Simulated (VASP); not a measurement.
# Ir (Fm-3m) in VASP: a series of runs

The runs below take Ir through single point, with PBE.

Program: VASP 6.6.1. These are calculated values, not measurements. Logs are shortened: lines on timing, memory, paths and dates and some standing lists are left out, and cuts for length are marked.

### 1 The cell of the first run

Symmetry: Fm-3m, No. 225, cubic system. The conventional cell has a = 3.766 Å, b = 3.766 Å, c = 3.766 Å, α = 90.00°, β = 90.00°, γ = 90.00°. Ir (site symmetry m-3m) has 12 Ir at 2.66 Å within 3.5 Å.

### 2 Single point, PBE (volume scaled by 0.92)

File INCAR:

```
SYSTEM = Ir
ALGO = Normal
EDIFF = 1E-7
ENCUT = 520
GGA = PE
ISIF = 2
ISMEAR = -1
LASPH = .TRUE.
LCHARG = .TRUE.
LELF = .TRUE.
LREAL = .FALSE.
LVHAR = .TRUE.
LWAVE = .FALSE.
NBANDS = 10
NELM = 60
PREC = Accurate
SIGMA = 0.1
```

File KPOINTS:

```
k-points
0
G
  23 23 23
  0 0 0
```

File POSCAR:

```
Ir
1.0
    0.0000000000      1.8829924627      1.8829924627
    1.8829924627      0.0000000000      1.8829924627
    1.8829924627      1.8829924627      0.0000000000
Ir
1
Direct
    0.0000000000      0.0000000000      0.0000000000
```

Potentials or basis: VASP PAW PBE potentials, release 64 (Ir).

Run with:

```
cat potpaw_PBE.64/Ir/POTCAR > POTCAR
mpirun -np 1 vasp_std > vasp.out
```

OUTCAR:

```text
SYSTEM = Ir
   EDIFF = 1E-7
   ENCUT = 520
   GGA = PE
   ISIF = 2
   ISMEAR = -1
   LASPH = .TRUE.
   LREAL = .FALSE.
   NELM = 60
   PREC = Accurate

 ion  position               nearest neighbor table
   1  0.000  0.000  0.000-

  LATTYP: Found a face centered cubic cell.
 ALAT       =     3.7659849254

  Lattice vectors:

 A1 = (   0.0000000000,   1.8829924627,   1.8829924627)
 A2 = (   1.8829924627,   0.0000000000,   1.8829924627)
 A3 = (   1.8829924627,   1.8829924627,   0.0000000000)

Analysis of symmetry for initial positions (statically):
=====================================================================
 Subroutine PRICEL returns:
 Original cell was already a primitive cell.

 Routine SETGRP: Setting up the symmetry group for a
 face centered cubic supercell.

 Subroutine GETGRP returns: Found 48 space group operations
 (whereof 48 operations were pure point group operations)
 out of a pool of 48 trial point group operations.

The static configuration has the point symmetry O_h .

Analysis of symmetry for dynamics (positions and initial velocities):
=====================================================================
 Subroutine PRICEL returns:
 Original cell was already a primitive cell.

 Routine SETGRP: Setting up the symmetry group for a
 face centered cubic supercell.

 Subroutine GETGRP returns: Found 48 space group operations
 (whereof 48 operations were pure point group operations)
 out of a pool of 48 trial point group operations.

The dynamic configuration has the point symmetry O_h .

 Subroutine INISYM returns: Found 48 space group operations
 (whereof 48 operations are pure point group operations),
 and found     1 'primitive' translations

----------------------------------------------------------------------------------------

                                     Primitive cell

  volume of cell :      13.3529

  direct lattice vectors                    reciprocal lattice vectors
     0.000000000  1.882992463  1.882992463    -0.265534786  0.265534786  0.265534786
     1.882992463  0.000000000  1.882992463     0.265534786 -0.265534786  0.265534786
     1.882992463  1.882992463  0.000000000     0.265534786  0.265534786 -0.265534786

  length of vectors
     2.662953479  2.662953479  2.662953479     0.459919740  0.459919740  0.459919740

  position of ions in fractional coordinates (direct lattice)
     0.000000000  0.000000000  0.000000000

  ion indices of the primitive-cell ions
   primitive index   ion index
                 1           1

----------------------------------------------------------------------------------------

 KPOINTS: k-points

Automatic generation of k-mesh.
 Grid dimensions read from file:
 generate k-points for:   23   23   23

 Generating k-lattice:

  Cartesian coordinates                     Fractional coordinates (reciprocal lattice)
    -0.011544991  0.011544991  0.011544991     0.043478261  0.000000000  0.000000000
     0.011544991 -0.011544991  0.011544991     0.000000000  0.043478261  0.000000000
     0.011544991  0.011544991 -0.011544991     0.000000000  0.000000000  0.043478261

  Length of vectors
     0.019996510  0.019996510  0.019996510

  Shift w.r.t. Gamma in fractional coordinates (k-lattice)
     0.000000000  0.000000000  0.000000000

 Subroutine IBZKPT returns following result:
 ===========================================

 Found    364 irreducible k-points:

 Following reciprocal coordinates:
            Coordinates               Weight
  0.000000  0.000000  0.000000      1.000000
  0.043478  0.000000  0.000000      8.000000
  0.086957  0.000000  0.000000      8.000000
  0.130435  0.000000  0.000000      8.000000
  0.173913  0.000000  0.000000      8.000000
  0.217391  0.000000  0.000000      8.000000
[... 16 lines left out ...]
  0.478261  0.043478  0.000000     24.000000
 -0.478261  0.043478  0.000000     24.000000
 [... further k-points ...]
   k-points           NKPTS =    364   k-points in BZ     NKDIM =    364   number of bands    NBANDS=     10
   number of dos      NEDOS =    301   number of ions     NIONS =      1
   total plane-waves  NPLWV =   8000
   dimension x,y,z NGX =    20 NGY =   20 NGZ =   20
   dimension x,y,z NGXF=    40 NGYF=   40 NGZF=   40
   ions per type =               1
   NGX,Y,Z   is equivalent  to a cutoff of  12.49, 12.49, 12.49 a.u.
   NGXF,Y,Z  is equivalent  to a cutoff of  24.97, 24.97, 24.97 a.u.
 SYSTEM =  Ir
   PREC   = accura    normal or accurate (medium, high low for compatibility)
   ISTART =      0    job   : 0-new  1-cont  2-samecut
   ICHARG =      2    charge: 1-file 2-atom 10-const
   ISPIN  =      1    spin polarized calculation?
   LNONCOLLINEAR =      F non collinear calculations
   LSORBIT =      F    spin-orbit coupling
   LASPH  =      T    aspherical Exc in radial PAW
   ENCUT  =  520.0 eV  38.22 Ry    6.18 a.u.   4.95  4.95  4.95*2*pi/ulx,y,z
   NELM   =     60;   NELMIN=  2; NELMDL= -5     # of ELM steps
   EDIFF  = 0.1E-06   stopping-criterion for ELM
   LREAL  =      F    real-space projection
   EDIFFG = 0.1E-05   stopping-criterion for IOM
   NSW    =      0    number of steps for IOM
   IBRION =     -1    ionic relax: 0-MD 1-quasi-New 2-CG
   NFREE  =      0    steps in history (QN), initial steepest desc. (CG)
   ISIF   =      2    stress and relaxation
   ISYM   =      2    0-nonsym 1-usesym 2-fastsym
   POTIM  = 0.5000    time-step for ionic-motion
   TEBEG  =    0.0;   TEEND  =   0.0 temperature during run
   PSTRESS=    0.0 pullay stress
   NELECT =       9.0000    total number of electrons
   NUPDOWN=      -1.0000    fix difference up-down
   EMIN   =  10.00;   EMAX   =-10.00  energy-range for DOS
   EFERMI =   0.00;   METHOD = LEGACY
   ISMEAR =    -1;   SIGMA  =   0.10  broadening in eV -4-tet -1-fermi 0-gaus
   EFERMI_NEDOS =   21; number of points for ismear=-14 and -15
   IALGO  =     38    algorithm
   IMIX   =      4    mixing-type and parameters
     AMIX     =   0.40;   BMIX     =  1.00
     AMIX_MAG =   1.60;   BMIX_MAG =  1.00
  volume/ion in A,a.u.               =      13.35        90.11
  Fermi-wavevector in a.u.,A,eV,Ry     =   1.435370  2.712455 28.031893  2.060286
  Thomas-Fermi vector in A             =   2.554676
   LORBIT       =      0    0 simple, 1 ext, 2 COOP (PROOUT), +10 PAW based schemes
   GGA     = PE    functional components
   LHFCALC =     F    Hartree Fock is set to
   AEXX    =    0.0000 exact exchange contribution
   IVDW    =     0    specifies the selected vdW correction
   LEPSILON=     F    determine dielectric tensor
   LRPA    =     F    only Hartree local field effects (RPA)
 non-spin polarized calculation
  energy-cutoff  :      520.00
  volume of cell :       13.35
 maximum number of plane-waves:       370
   NGX =  9   NGY =  9   NGZ =  9

 number of electron       9.0000001 magnetization

 Free energy of the ion-electron system (eV)
  ---------------------------------------------------
  ext. energy  EPLUGINS =         0.00000000
  ---------------------------------------------------
  free energy    TOTEN  =        -8.74380659 eV

  energy without entropy =       -8.71862184  energy(sigma->0) =       -8.73121421

 E-fermi :  11.4193     XC(G=0): -14.3346

 val. band max:       11.4014029820   @ k =   0.3043   0.1739   0.0000
 cond. band min:      11.4241122256   @ k =  -0.3043   0.3478   0.0435
 fundamental gap:      0.0227092436
 Fermi energy:        11.4193205075

 k-point     1 :       0.0000    0.0000    0.0000
  band No.  band energies     occupation
      1      -0.3142      2.00000
      2       7.1976      2.00000
      3       7.1976      2.00000
      4       7.1976      2.00000
      5      10.1454      1.99999
      6      10.1454      1.99999
      7      25.6328      0.00000
      8      31.5703      0.00000
      9      31.5703      0.00000
     10      31.5703      0.00000

 k-point     2 :       0.0435    0.0000    0.0000
  band No.  band energies     occupation
      1      -0.2242      2.00000
      2       7.1467      2.00000
      3       7.2380      2.00000
      4       7.2380      2.00000
      5      10.1174      2.00000
      6      10.1174      2.00000
      7      25.7940      0.00000
      8      31.0714      0.00000
      9      31.7222      0.00000
     10      31.7222      0.00000

 k-point     3 :       0.0870    0.0000    0.0000
  band No.  band energies     occupation
      1       0.0400      2.00000
      2       7.0079      2.00000
      3       7.3502      2.00000
      4       7.3502      2.00000
      5      10.0469      2.00000
      6      10.0469      2.00000
      7      26.2539      0.00000
      8      29.9936      0.00000
      9      32.1695      0.00000
     10      32.1695      0.00000

 k-point     4 :       0.1304    0.0000    0.0000
  band No.  band energies     occupation
      1       0.4590      2.00000
      2       6.8213      2.00000
      3       7.5041      2.00000
      4       7.5041      2.00000
      5       9.9748      2.00000
      6       9.9748      2.00000
      7      26.9258      0.00000
      8      28.7961      0.00000
      9      32.8878      0.00000
     10      32.8878      0.00000
[... 222 lines left out ...]
 k-point    22 :       0.4348    0.0435    0.0000
  band No.  band energies     occupation
      1       2.8024      2.00000
      2       7.0771      2.00000
      3       7.2462      2.00000
      4       9.2679      2.00000
      5      12.2419      0.00053
      6      12.2730      0.00039
      7      20.5460      0.00000
      8      25.7723      0.00000
      9      32.0747      0.00000
     10      32.6695      0.00000

 k-point    23 :       0.4783    0.0435    0.0000
  band No.  band energies     occupation
      1       2.7890      2.00000
      2       7.0096      2.00000
      3       7.1659      2.00000
      4       9.9479      2.00000
      5      12.4453      0.00007
      6      12.6960      0.00001
      7      19.5760      0.00000
      8      25.4360      0.00000
      9      31.6839      0.00000
     10      31.8960      0.00000

 k-point    24 :      -0.4783    0.0435    0.0000
  band No.  band energies     occupation
      1       2.7842      2.00000
      2       7.0000      2.00000
      3       7.1374      2.00000
      4      10.1557      1.99999
      5      12.4096      0.00010
      6      12.8940      0.00000
      7      19.2960      0.00000
      8      25.3543      0.00000
      9      31.5382      0.00000
     10      31.7430      0.00000

 [... further k-points ...]
[... 5 lines left out ...]
  --------------------------------------------------------------------------------------
  -------------------------------------------------------------------------------------
  Total        3.0345663      3.0345663      3.0345663      0.0000000      0.0000000      0.0000000
  in kB      364.1090534    364.1090534    364.1090534      0.0000000      0.0000000      0.0000000
  external PRESSURE =     364.1090534 kB  Pullay stress =       0.0000000 kB

 VOLUME and BASIS-vectors are now :
 -----------------------------------------------------------------------------
  energy-cutoff  :      520.00
  volume of cell :       13.35
      direct lattice vectors                 reciprocal lattice vectors
     0.000000000  1.882992463  1.882992463    -0.265534786  0.265534786  0.265534786
     1.882992463  0.000000000  1.882992463     0.265534786 -0.265534786  0.265534786
     1.882992463  1.882992463  0.000000000     0.265534786  0.265534786 -0.265534786

 POSITION                                       TOTAL-FORCE (eV/Angst)
 -----------------------------------------------------------------------------------
      0.00000      0.00000      0.00000        -0.000000     -0.000000     -0.000000
 -----------------------------------------------------------------------------------
    total drift:                                0.000000      0.000000     -0.000000

  FREE ENERGIE OF THE ION-ELECTRON SYSTEM (eV)
  ---------------------------------------------------
  free  energy   TOTEN  =        -8.7438065878 eV

  energy  without entropy=       -8.7186218392  energy(sigma->0) =       -8.73121421
```

Run time: 51 s. Hardware: 1 thread of Intel Xeon 8259CL, shared host; peak memory 0.17 GiB.

Results:

| Property | Result |
| --- | --- |
| Free energy | -8.7438 eV |
| Pressure | 36.4 GPa |

Levels at points of the mesh, in eV from the Fermi level:
```tsv
k point	band 2	band 3	band 4	band 5	band 6	band 7
(0.00, 0.00, 0.00)	-4.22	-4.22	-4.22	-1.27	-1.27	14.21
```

Caveat: the cell differs from its parent crystal (volume scaled by 0.92); spin-orbit coupling is left out, which moves the levels of the heavy elements.

### 3 Single point, PBE (volume scaled by 0.96)

File INCAR:

```
SYSTEM = Ir
ALGO = Normal ; EDIFF = 1E-6
ENCUT = 520 ; GGA = PE
ISIF = 2 ; ISMEAR = -1
LASPH = .True. ; LCHARG = .True.
LELF = .True. ; LREAL = .False.
LVHAR = .True. ; LWAVE = .False.
NBANDS = 10 ; NELM = 100
PREC = Accurate ; SIGMA = 0.1
```

File KPOINTS:

```
k-points
0
Gamma
  23 23 23
  0 0 0
```

File POSCAR:

```
Ir
1.0
    0.0000000000      1.9098959899      1.9098959899
    1.9098959899      0.0000000000      1.9098959899
    1.9098959899      1.9098959899      0.0000000000
Ir
1
Direct
    0.0000000000      0.0000000000      0.0000000000
```

Potentials or basis: VASP PAW PBE potentials, release 64 (Ir).

Run with:

```
cat potpaw_PBE.64/Ir/POTCAR > POTCAR
mpirun -np 1 vasp_std > vasp.out
```

OUTCAR:

```text
SYSTEM = Ir
   EDIFF = 1E-6
   ENCUT = 520
   GGA = PE
   ISIF = 2
   ISMEAR = -1
   LASPH = .True.
   LREAL = .False.
   NELM = 100
   PREC = Accurate

 ion  position               nearest neighbor table
   1  0.000  0.000  0.000-

  LATTYP: Found a face centered cubic cell.
 ALAT       =     3.8197919798

  Lattice vectors:

 A1 = (   0.0000000000,   1.9098959899,   1.9098959899)
 A2 = (   1.9098959899,   0.0000000000,   1.9098959899)
 A3 = (   1.9098959899,   1.9098959899,   0.0000000000)

Analysis of symmetry for initial positions (statically):
[... 482 lines left out ...]
      5      11.5630      0.00021
      6      12.0390      0.00000
      7      18.0717      0.00000
      8      24.6643      0.00000
      9      30.3879      0.00000
     10      30.5979      0.00000

 [... further k-points ...]
[... 5 lines left out ...]
  --------------------------------------------------------------------------------------
  -------------------------------------------------------------------------------------
  Total        1.4049816      1.4049816      1.4049816      0.0000000     -0.0000000      0.0000000
  in kB      161.5556239    161.5556239    161.5556239      0.0000000     -0.0000000      0.0000000
  external PRESSURE =     161.5556239 kB  Pullay stress =       0.0000000 kB

 VOLUME and BASIS-vectors are now :
 -----------------------------------------------------------------------------
  energy-cutoff  :      520.00
  volume of cell :       13.93
      direct lattice vectors                 reciprocal lattice vectors
     0.000000000  1.909895990  1.909895990    -0.261794361  0.261794361  0.261794361
     1.909895990  0.000000000  1.909895990     0.261794361 -0.261794361  0.261794361
     1.909895990  1.909895990  0.000000000     0.261794361  0.261794361 -0.261794361

 POSITION                                       TOTAL-FORCE (eV/Angst)
 -----------------------------------------------------------------------------------
      0.00000      0.00000      0.00000        -0.000000     -0.000000     -0.000000
 -----------------------------------------------------------------------------------
    total drift:                                0.000000      0.000000     -0.000000

  FREE ENERGIE OF THE ION-ELECTRON SYSTEM (eV)
  ---------------------------------------------------
  free  energy   TOTEN  =        -8.8378263361 eV

  energy  without entropy=       -8.8103624046  energy(sigma->0) =       -8.82409437
```

OSZICAR:

```text
N       E                     dE             d eps       ncg     rms          rms(c)
DAV:   1     0.477981451092E+02    0.47798E+02   -0.43507E+03  7352   0.819E+02
DAV:   2    -0.849496883769E+01   -0.56293E+02   -0.53523E+02  7496   0.197E+02
DAV:   3    -0.937597084700E+01   -0.88100E+00   -0.87799E+00  8514   0.300E+01
DAV:   4    -0.938424950804E+01   -0.82787E-02   -0.82768E-02  8240   0.267E+00
DAV:   5    -0.938441657007E+01   -0.16706E-03   -0.16706E-03  8264   0.365E-01    0.159E+01
DAV:   6    -0.893337868225E+01    0.45104E+00   -0.75289E-01  8144   0.107E+01    0.666E+00
DAV:   7    -0.884407003225E+01    0.89309E-01   -0.26151E-01  8640   0.583E+00    0.147E+00
DAV:   8    -0.884038324970E+01    0.36868E-02   -0.22490E-03  7932   0.524E-01    0.906E-01
DAV:   9    -0.883781990168E+01    0.25633E-02   -0.17680E-03  8236   0.590E-01    0.148E-02
DAV:  10    -0.883782577473E+01   -0.58730E-05   -0.10182E-05 10030   0.291E-02    0.224E-02
DAV:  11    -0.883782633615E+01   -0.56142E-06   -0.65274E-07  5114   0.954E-03
   1 F= -.88378263E+01 E0= -.88240944E+01  d E =-.274639E-01
```

stdout:

```text
POSCAR found type information on POSCAR Ir
 POSCAR found :  1 types and       1 ions
 scaLAPACK will be used
 LDA part: xc-table for (Slater+PW92), standard interpolation
 POSCAR, INCAR and KPOINTS ok, starting setup
 FFT: planning ... GRIDC
 FFT: planning ... GRID_SOFT
 FFT: planning ... GRID
 WAVECAR not read
 entering main loop
```

Wall time 56 s (1 thread of Intel Xeon 8259CL, shared host); peak memory 0.17 GiB.

Results:

| Item | Value |
| --- | --- |
| Free energy | -8.8378 eV |
| Pressure | 16.2 GPa |

Caveat: the cell differs from its parent crystal (volume scaled by 0.96); spin-orbit coupling is left out, which moves the levels of the heavy elements.

### 4 Single point, PBE

This run uses another cell than the first one, of 14.51 Å³/atom, 1.087 times its volume.

File INCAR:

```
PREC = Accurate
ENCUT = 520
EDIFF = 1E-6
ISMEAR = -1
SIGMA = 0.1
LREAL = F
LASPH = T
NELM = 80
ALGO = Normal
ISIF = 2
LWAVE = F
LCHARG = T
GGA = PE
LELF = T
LVHAR = T
NBANDS = 10
```

File KPOINTS:

```
regular mesh
0
Gamma
  23 23 23
```

File POSCAR:

```
Ir
1.0
    0.0000000000      1.9360622002      1.9360622002
    1.9360622002      0.0000000000      1.9360622002
    1.9360622002      1.9360622002      0.0000000000
Ir
1
Direct
    0.0000000000      0.0000000000      0.0000000000
```

Run with:

```
cat potpaw_PBE.64/Ir/POTCAR > POTCAR
mpirun -np 1 vasp_std > vasp.out
```

Wall time 54 s (1 thread of Intel Xeon 8259CL, shared host); peak memory 0.17 GiB.

The run converged. Its results:

```yaml
Free_energy: -8.8667 eV
Pressure: 0.3 GPa
```

Levels at points of the mesh, in eV from the Fermi level:
```
           k point  band 2  band 3  band 4  band 5  band 6  band 7
(0.00, 0.00, 0.00)   -3.71   -3.71   -3.71   -1.13   -1.13   14.40
```

Caveat: spin-orbit coupling is left out, which moves the levels of the heavy elements.

### 5 Single point, PBE (volume scaled by 1.04)

File INCAR:

```
PREC = Accurate
ENCUT = 520
EDIFF = 1E-7
ISMEAR = -1
SIGMA = 0.1
LREAL = False
LASPH = True
NELM = 60
ALGO = Normal
ISIF = 2
LWAVE = False
LCHARG = False
GGA = PE
NBANDS = 10
```

KPOINTS is that of step 4.

File POSCAR:

```
Ir
1.0
    0.0000000000      1.9615396245      1.9615396245
    1.9615396245      0.0000000000      1.9615396245
    1.9615396245      1.9615396245      0.0000000000
Ir
1
Direct
    0.0000000000      0.0000000000      0.0000000000
```

Run with:

```
cat potpaw_PBE.64/Ir/POTCAR > POTCAR
mpirun -np 1 vasp_std > vasp.out
```

It took 68 s on 1 thread of Intel Xeon 8259CL, shared host; peak memory 0.19 GiB.

The run converged. Its results:

```
Free energy : -8.8447 eV
Pressure    : -12.1 GPa
```

Levels at points of the mesh, in eV from the Fermi level:
```
           k point  band 2  band 3  band 4  band 5  band 6  band 7
(0.00, 0.00, 0.00)   -3.49   -3.49   -3.49   -1.06   -1.06   14.47
```

Caveat: the cell differs from its parent crystal (volume scaled by 1.04); spin-orbit coupling is left out, which moves the levels of the heavy elements.

### 6 The runs side by side

| cell | gap on the mesh (eV) | pressure (GPa) |
| --- | --- | --- |
| a = 2.663 Å, angles 60.0°, 1 atom | none | 36.4 |
| a = 2.701 Å, angles 60.0°, 1 atom | none | 16.2 |
| a = 2.738 Å, angles 60.0°, 1 atom | none | 0.3 |
| a = 2.774 Å, angles 60.0°, 1 atom | none | -12.1 |

Alike in all rows: task single point; level PBE; potentials or basis VASP PAW PBE potentials, release 64 (Ir); no spin polarisation; k mesh 23 × 23 × 23; cutoff (eV) 520; smearing fermi-dirac 0.1 eV.

Caveats: spin-orbit coupling is left out, which moves the levels of the heavy elements.

Total energies depend on the potentials used, so only differences within one code and one set of settings carry meaning.
